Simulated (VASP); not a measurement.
# Ti (Im-3m) in VASP: notebook

The runs below take Ti through single point, with PBEsol.

Program: VASP 6.6.1. These are calculated values, not measurements. Logs are shortened: lines on timing, memory, paths and dates and some standing lists are left out, and cuts for length are marked.

### Step 1. The cell of the first run

Symmetry: Im-3m, No. 229, cubic system. Conventional cell: a = 3.282 Å, b = 3.282 Å, c = 3.282 Å, α = 90.00°, β = 90.00°, γ = 90.00°. Within 3.7 Å of Ti (site symmetry m-3m) lie 14 Ti at 2.84 to 3.28 Å.

### Step 2. Single point, PBEsol

File INCAR:

```
SYSTEM = Ti
  ALGO = Normal
  EDIFF = 1E-6
  ENCUT = 520
  GGA = PS
  ISIF = 2
  ISMEAR = 1
  LASPH = .TRUE.
  LCHARG = .TRUE.
  LELF = .TRUE.
  LREAL = .FALSE.
  LVHAR = .TRUE.
  LWAVE = .FALSE.
  NBANDS = 12
  NELM = 100
  PREC = Accurate
  SIGMA = 0.1
```

File KPOINTS:

```
k-points
0
G
  12 12 12
  0 0 0
```

File POSCAR:

```
Ti
1.0
   -1.6410000000      1.6410000000      1.6410000000
    1.6410000000     -1.6410000000      1.6410000000
    1.6410000000      1.6410000000     -1.6410000000
Ti
1
Direct
    0.0000000000      0.0000000000      0.0000000000
```

Potentials or basis: VASP PAW PBE potentials, release 64 (Ti_sv).

Command:

```console
$ cat potpaw_PBE.64/Ti_sv/POTCAR > POTCAR
$ mpirun -np 1 vasp_std > vasp.out
```

OUTCAR:

```text
SYSTEM = Ti
   EDIFF = 1E-6
   ENCUT = 520
   GGA = PS
   ISIF = 2
   ISMEAR = 1
   LASPH = .TRUE.
   LREAL = .FALSE.
   NELM = 100
   PREC = Accurate

 ion  position               nearest neighbor table
   1  0.000  0.000  0.000-

  LATTYP: Found a body centered cubic cell.
 ALAT       =     3.2820000000

  Lattice vectors:

 A1 = (  -1.6410000000,   1.6410000000,   1.6410000000)
 A2 = (   1.6410000000,  -1.6410000000,   1.6410000000)
 A3 = (   1.6410000000,   1.6410000000,  -1.6410000000)

Analysis of symmetry for initial positions (statically):
=====================================================================
 Subroutine PRICEL returns:
 Original cell was already a primitive cell.

 Routine SETGRP: Setting up the symmetry group for a
 body centered cubic supercell.

 Subroutine GETGRP returns: Found 48 space group operations
 (whereof 48 operations were pure point group operations)
 out of a pool of 48 trial point group operations.

The static configuration has the point symmetry O_h .

Analysis of symmetry for dynamics (positions and initial velocities):
=====================================================================
 Subroutine PRICEL returns:
 Original cell was already a primitive cell.

 Routine SETGRP: Setting up the symmetry group for a
 body centered cubic supercell.

 Subroutine GETGRP returns: Found 48 space group operations
 (whereof 48 operations were pure point group operations)
 out of a pool of 48 trial point group operations.

The dynamic configuration has the point symmetry O_h .

 Subroutine INISYM returns: Found 48 space group operations
 (whereof 48 operations are pure point group operations),
 and found     1 'primitive' translations

----------------------------------------------------------------------------------------

                                     Primitive cell

  volume of cell :      17.6761

  direct lattice vectors                    reciprocal lattice vectors
    -1.641000000  1.641000000  1.641000000     0.000000000  0.304692261  0.304692261
     1.641000000 -1.641000000  1.641000000     0.304692261  0.000000000  0.304692261
     1.641000000  1.641000000 -1.641000000     0.304692261  0.304692261  0.000000000

  length of vectors
     2.842295375  2.842295375  2.842295375     0.430899928  0.430899928  0.430899928

  position of ions in fractional coordinates (direct lattice)
     0.000000000  0.000000000  0.000000000

  ion indices of the primitive-cell ions
   primitive index   ion index
                 1           1

----------------------------------------------------------------------------------------

 KPOINTS: k-points

Automatic generation of k-mesh.
 Grid dimensions read from file:
 generate k-points for:   12   12   12

 Generating k-lattice:

  Cartesian coordinates                     Fractional coordinates (reciprocal lattice)
     0.000000000  0.025391022  0.025391022     0.083333333  0.000000000  0.000000000
     0.025391022  0.000000000  0.025391022     0.000000000  0.083333333  0.000000000
     0.025391022  0.025391022  0.000000000     0.000000000  0.000000000  0.083333333

  Length of vectors
     0.035908327  0.035908327  0.035908327

  Shift w.r.t. Gamma in fractional coordinates (k-lattice)
     0.000000000  0.000000000  0.000000000

 Subroutine IBZKPT returns following result:
 ===========================================

 Found     72 irreducible k-points:

 Following reciprocal coordinates:
            Coordinates               Weight
  0.000000  0.000000  0.000000      1.000000
  0.083333  0.000000  0.000000     12.000000
  0.166667  0.000000  0.000000     12.000000
  0.250000  0.000000  0.000000     12.000000
  0.333333  0.000000  0.000000     12.000000
  0.416667  0.000000  0.000000     12.000000
[... 16 lines left out ...]
  0.333333  0.083333  0.083333     24.000000
  0.416667  0.083333  0.083333     12.000000
 [... further k-points ...]
   k-points           NKPTS =     72   k-points in BZ     NKDIM =     72   number of bands    NBANDS=     12
   number of dos      NEDOS =    301   number of ions     NIONS =      1
   total plane-waves  NPLWV =  13824
   dimension x,y,z NGX =    24 NGY =   24 NGZ =   24
   dimension x,y,z NGXF=    48 NGYF=   48 NGZF=   48
   ions per type =               1
   NGX,Y,Z   is equivalent  to a cutoff of  14.04, 14.04, 14.04 a.u.
   NGXF,Y,Z  is equivalent  to a cutoff of  28.08, 28.08, 28.08 a.u.
 SYSTEM =  Ti
   PREC   = accura    normal or accurate (medium, high low for compatibility)
   ISTART =      0    job   : 0-new  1-cont  2-samecut
   ICHARG =      2    charge: 1-file 2-atom 10-const
   ISPIN  =      1    spin polarized calculation?
   LNONCOLLINEAR =      F non collinear calculations
   LSORBIT =      F    spin-orbit coupling
   LASPH  =      T    aspherical Exc in radial PAW
   ENCUT  =  520.0 eV  38.22 Ry    6.18 a.u.   5.28  5.28  5.28*2*pi/ulx,y,z
   NELM   =    100;   NELMIN=  2; NELMDL= -5     # of ELM steps
   EDIFF  = 0.1E-05   stopping-criterion for ELM
   LREAL  =      F    real-space projection
   EDIFFG = 0.1E-04   stopping-criterion for IOM
   NSW    =      0    number of steps for IOM
   IBRION =     -1    ionic relax: 0-MD 1-quasi-New 2-CG
   NFREE  =      0    steps in history (QN), initial steepest desc. (CG)
   ISIF   =      2    stress and relaxation
   ISYM   =      2    0-nonsym 1-usesym 2-fastsym
   POTIM  = 0.5000    time-step for ionic-motion
   TEBEG  =    0.0;   TEEND  =   0.0 temperature during run
   PSTRESS=    0.0 pullay stress
   NELECT =      12.0000    total number of electrons
   NUPDOWN=      -1.0000    fix difference up-down
   EMIN   =  10.00;   EMAX   =-10.00  energy-range for DOS
   EFERMI =   0.00;   METHOD = LEGACY
   ISMEAR =     1;   SIGMA  =   0.10  broadening in eV -4-tet -1-fermi 0-gaus
   EFERMI_NEDOS =   21; number of points for ismear=-14 and -15
   IALGO  =     38    algorithm
   IMIX   =      4    mixing-type and parameters
     AMIX     =   0.40;   BMIX     =  1.00
     AMIX_MAG =   1.60;   BMIX_MAG =  1.00
  volume/ion in A,a.u.               =      17.68       119.28
  Fermi-wavevector in a.u.,A,eV,Ry     =   1.438821  2.718977 28.166848  2.070205
  Thomas-Fermi vector in A             =   2.557745
   LORBIT       =      0    0 simple, 1 ext, 2 COOP (PROOUT), +10 PAW based schemes
   GGA     = PS    functional components
   LHFCALC =     F    Hartree Fock is set to
   AEXX    =    0.0000 exact exchange contribution
   IVDW    =     0    specifies the selected vdW correction
   LEPSILON=     F    determine dielectric tensor
   LRPA    =     F    only Hartree local field effects (RPA)
 non-spin polarized calculation
 Methfessel and Paxton  Order N= 1 SIGMA  =   0.10
  energy-cutoff  :      520.00
  volume of cell :       17.68
 maximum number of plane-waves:       490
 NGX is ok and might be reduce to    24
   NGX = 11   NGY = 11   NGZ = 11

 number of electron      12.0000001 magnetization

 Free energy of the ion-electron system (eV)
  ---------------------------------------------------
  ext. energy  EPLUGINS =         0.00000000
  ---------------------------------------------------
  free energy    TOTEN  =        -8.20911633 eV

  energy without entropy =       -8.20926785  energy(sigma->0) =       -8.20916683

 E-fermi :   7.8057     XC(G=0): -11.5473

 val. band max:        7.7416614816   @ k =   0.2500   0.2500   0.0000
 cond. band min:       7.8262795976   @ k =   0.2500   0.1667   0.0000
 fundamental gap:      0.0846181160
 Fermi energy:         7.8056943605

 k-point     1 :       0.0000    0.0000    0.0000
  band No.  band energies     occupation
      1     -48.5470      2.00000
      2     -24.5178      2.00000
      3     -24.5178      2.00000
      4     -24.5178      2.00000
      5       1.8627      2.00000
      6       8.7502     -0.00000
      7       8.7502     -0.00000
      8       8.7502     -0.00000
      9      10.4846      0.00000
     10      10.4846      0.00000
     11      25.0720      0.00000
     12      25.0720      0.00000

 k-point     2 :       0.0833    0.0000    0.0000
  band No.  band energies     occupation
      1     -48.5388      2.00000
      2     -24.5628      2.00000
      3     -24.5317      2.00000
      4     -24.5181      2.00000
      5       2.0958      2.00000
      6       8.6454     -0.00000
      7       8.7179     -0.00000
      8       8.9191     -0.00000
      9      10.3679      0.00000
     10      10.4913      0.00000
     11      24.6850      0.00000
     12      25.0275      0.00000

 k-point     3 :       0.1667    0.0000    0.0000
  band No.  band energies     occupation
      1     -48.5161      2.00000
      2     -24.6841      2.00000
      3     -24.5695      2.00000
      4     -24.5188      2.00000
      5       2.7583      2.00000
      6       8.3715     -0.00000
      7       8.5489     -0.00000
      8       9.4040     -0.00000
      9      10.1913      0.00000
     10      10.5196      0.00000
     11      23.4205      0.00000
     12      24.5313      0.00000
[... 286 lines left out ...]
 k-point    23 :       0.3333    0.0833    0.0833
  band No.  band energies     occupation
      1     -48.4273      2.00000
      2     -25.0900      2.00000
      3     -24.7299      2.00000
      4     -24.5620      2.00000
      5       5.6470      2.00000
      6       7.3550      2.00000
      7       8.0346     -0.00563
      8      10.5255      0.00000
      9      10.7899      0.00000
     10      12.4473      0.00000
     11      17.1703      0.00000
     12      20.6872      0.00000

 k-point    24 :       0.4167    0.0833    0.0833
  band No.  band energies     occupation
      1     -48.4198      2.00000
      2     -25.1182      2.00000
      3     -24.7506      2.00000
      4     -24.5632      2.00000
      5       5.7520      2.00000
      6       7.2881      2.00000
      7       8.3589     -0.00000
      8      10.5594      0.00000
      9      10.8260      0.00000
     10      12.8455      0.00000
     11      16.2767      0.00000
     12      20.4418      0.00000

 [... further k-points ...]

------------------------ aborting loop because EDIFF is reached ----------------------------------------

  FORCE on cell =-STRESS in cart. coord.  units (eV):
  Direction    XX          YY          ZZ          XY          YZ          ZX
  --------------------------------------------------------------------------------------
  -------------------------------------------------------------------------------------
  Total       -0.7935866     -0.7935866     -0.7935866      0.0000000      0.0000000      0.0000000
  in kB      -71.9315088    -71.9315088    -71.9315088      0.0000000      0.0000000      0.0000000
  external PRESSURE =     -71.9315088 kB  Pullay stress =       0.0000000 kB

 VOLUME and BASIS-vectors are now :
 -----------------------------------------------------------------------------
  energy-cutoff  :      520.00
  volume of cell :       17.68
      direct lattice vectors                 reciprocal lattice vectors
    -1.641000000  1.641000000  1.641000000     0.000000000  0.304692261  0.304692261
     1.641000000 -1.641000000  1.641000000     0.304692261  0.000000000  0.304692261
     1.641000000  1.641000000 -1.641000000     0.304692261  0.304692261  0.000000000

 POSITION                                       TOTAL-FORCE (eV/Angst)
 -----------------------------------------------------------------------------------
      0.00000      0.00000      0.00000         0.000000     -0.000000      0.000000
 -----------------------------------------------------------------------------------
    total drift:                                0.000000      0.000000      0.000000

  FREE ENERGIE OF THE ION-ELECTRON SYSTEM (eV)
  ---------------------------------------------------
  free  energy   TOTEN  =        -8.2091163256 eV

  energy  without entropy=       -8.2092678510  energy(sigma->0) =       -8.20916683
```

Wall time 11 s (1 thread of Intel Xeon 6975P-C, shared host); peak memory 0.14 GiB.

What came out:

```
Free energy            : -8.2091 eV
Pressure               : -7.2 GPa
Band gap on the k mesh : zero (band 6 reaches 8.75 eV, above the bottom of band 7 at 7.18 eV)
```

Caveat: the PAW data sets were made with another functional, which shifts forces and pressure a little.

### Step 3. Single point, PBEsol

This run uses another cell than the first one, of 18.38 Å³/atom, 1.040 times its volume.

File INCAR:

```
SYSTEM = Ti
  PREC = Accurate
  ENCUT = 520
  EDIFF = 1E-7
  ISMEAR = 1
  SIGMA = 0.1
  LREAL = .False.
  LASPH = .True.
  NELM = 100
  ALGO = Normal
  ISIF = 2
  LWAVE = .False.
  LCHARG = .False.
  GGA = PS
  NBANDS = 12
```

File KPOINTS:

```
regular mesh
0
Gamma
  12 12 12
  0 0 0
```

File POSCAR:

```
Ti
1.0
   -1.6625945817      1.6625945817      1.6625945817
    1.6625945817     -1.6625945817      1.6625945817
    1.6625945817      1.6625945817     -1.6625945817
Ti
1
Direct
    0.0000000000      0.0000000000      0.0000000000
```

Potentials or basis: VASP PAW PBE potentials, release 64 (Ti_sv).

Command:

```console
$ cat potpaw_PBE.64/Ti_sv/POTCAR > POTCAR
$ mpirun -np 1 vasp_std > vasp.out
```

Run time: 12 s. Hardware: 1 thread of Intel Xeon 6975P-C, shared host; peak memory 0.15 GiB.

It converged, with:

* Free energy: -8.1707 eV
* Pressure: -10.3 GPa
* Band gap on the k mesh: zero (band 6 reaches 8.32 eV, above the bottom of band 7 at 6.80 eV)

Levels at points of the mesh, in eV from the Fermi level:
```
           k point  band 3  band 4  band 5  band 6  band 7  band 8  band 9  band 10
(0.00, 0.00, 0.00)  -32.44  -32.44   -5.85    0.91    0.91    0.91    2.56     2.56
(0.50, 0.00, 0.00)  -32.62  -32.45   -2.35   -0.37    0.97    2.54    2.86     3.97
(0.50, 0.50, 0.50)  -32.84  -32.84   -1.94   -1.94    3.64    3.64    3.64     7.89
```

Caveat: the PAW data sets were made with another functional, which shifts forces and pressure a little.

### Step 4. Single point, PBEsol

This run uses another cell than the first one, of 19.09 Å³/atom, 1.080 times its volume.

File INCAR:

```
SYSTEM = Ti
  PREC = Accurate
  ENCUT = 520
  EDIFF = 1E-6
  ISMEAR = 1
  SIGMA = 0.1
  LREAL = .FALSE.
  LASPH = .TRUE.
  NELM = 80
  ALGO = Normal
  ISIF = 2
  LWAVE = .FALSE.
  LCHARG = .FALSE.
  GGA = PS
  NBANDS = 12
```

File KPOINTS:

```
Automatic mesh
0
G
  12 12 12
  0 0 0
```

File POSCAR:

```
Ti
1.0
   -1.6836423171      1.6836423171      1.6836423171
    1.6836423171     -1.6836423171      1.6836423171
    1.6836423171      1.6836423171     -1.6836423171
Ti
1
Direct
    0.0000000000      0.0000000000      0.0000000000
```

Command:

```console
$ cat potpaw_PBE.64/Ti_sv/POTCAR > POTCAR
$ mpirun -np 1 vasp_std > vasp.out
```

It took 10 s on 1 thread of Intel Xeon 6975P-C, shared host; peak memory 0.14 GiB.

It converged, with:

```
Free energy            : -8.1196 eV
Pressure               : -12.9 GPa
Band gap on the k mesh : zero (band 6 reaches 7.91 eV, above the bottom of band 7 at 6.44 eV)
```

Levels at points of the mesh, in eV from the Fermi level:
```
           k point  band 4  band 5  band 6  band 7  band 8  band 9
(0.00, 0.00, 0.00)  -32.55   -5.75    0.88    0.88    0.88    2.45
(0.50, 0.00, 0.00)  -32.56   -2.26   -0.34    0.89    2.42    2.73
(0.50, 0.50, 0.50)  -32.90   -1.82   -1.82    3.47    3.47    3.47
```

Caveat: the PAW data sets were made with another functional, which shifts forces and pressure a little.

### Step 5. Single point, PBEsol

This run uses another cell than the first one, of 19.80 Å³/atom, 1.120 times its volume.

File INCAR:

```
SYSTEM = Ti
ALGO = Normal
EDIFF = 1E-6
ENCUT = 520
GGA = PS
ISIF = 2
ISMEAR = 1
LASPH = .TRUE.
LCHARG = .FALSE.
LREAL = .FALSE.
LWAVE = .FALSE.
NBANDS = 12
NELM = 60
PREC = Accurate
SIGMA = 0.1
```

File KPOINTS:

```
k-points
0
G
  12 12 12
  0 0 0
```

File POSCAR:

```
Ti
1.0
   -1.7041765642      1.7041765642      1.7041765642
    1.7041765642     -1.7041765642      1.7041765642
    1.7041765642      1.7041765642     -1.7041765642
Ti
1
Direct
    0.0000000000      0.0000000000      0.0000000000
```

Command:

```console
$ cat potpaw_PBE.64/Ti_sv/POTCAR > POTCAR
$ mpirun -np 1 vasp_std > vasp.out
```

It took 11 s on 1 thread of Intel Xeon 6975P-C, shared host; peak memory 0.15 GiB.

The run converged. Its results:

| Property | Result |
| --- | --- |
| Free energy | -8.0580 eV |
| Pressure | -15.1 GPa |
| Band gap on the k mesh | zero (band 6 reaches 7.53 eV, above the bottom of band 7 at 6.12 eV) |

Levels at points of the mesh, in eV from the Fermi level:
| k point | band 2 | band 3 | band 4 | band 5 | band 6 | band 7 | band 8 | band 9 | band 10 | band 11 |
| --- | --- | --- | --- | --- | --- | --- | --- | --- | --- | --- |
| (0.00, 0.00, 0.00) | -32.66 | -32.66 | -32.66 | -5.65 | 0.85 | 0.85 | 0.85 | 2.35 | 2.35 | 16.49 |
| (0.50, 0.00, 0.00) | -33.10 | -32.80 | -32.66 | -2.17 | -0.31 | 0.82 | 2.31 | 2.61 | 3.60 | 7.41 |
| (0.50, 0.50, 0.50) | -32.97 | -32.97 | -32.97 | -1.72 | -1.72 | 3.31 | 3.31 | 3.31 | 7.36 | 7.36 |

Caveat: the PAW data sets were made with another functional, which shifts forces and pressure a little.

### Step 6. Summary

| cell | gap on the mesh (eV) | pressure (GPa) |
| --- | --- | --- |
| a = 2.842 Å, angles 109.5°, 1 atom | none | -7.2 |
| a = 2.880 Å, angles 109.5°, 1 atom | none | -10.3 |
| a = 2.916 Å, angles 109.5°, 1 atom | none | -12.9 |
| a = 2.952 Å, angles 109.5°, 1 atom | none | -15.1 |

Alike in all rows: task single point; level PBEsol; potentials or basis VASP PAW PBE potentials, release 64 (Ti_sv); no spin polarisation; k mesh 12 × 12 × 12; cutoff (eV) 520; smearing methfessel-paxton 0.1 eV.

Caveats: the PAW data sets were made with another functional, which shifts forces and pressure a little.

Total energies depend on the potentials used, so only differences within one code and one set of settings carry meaning.
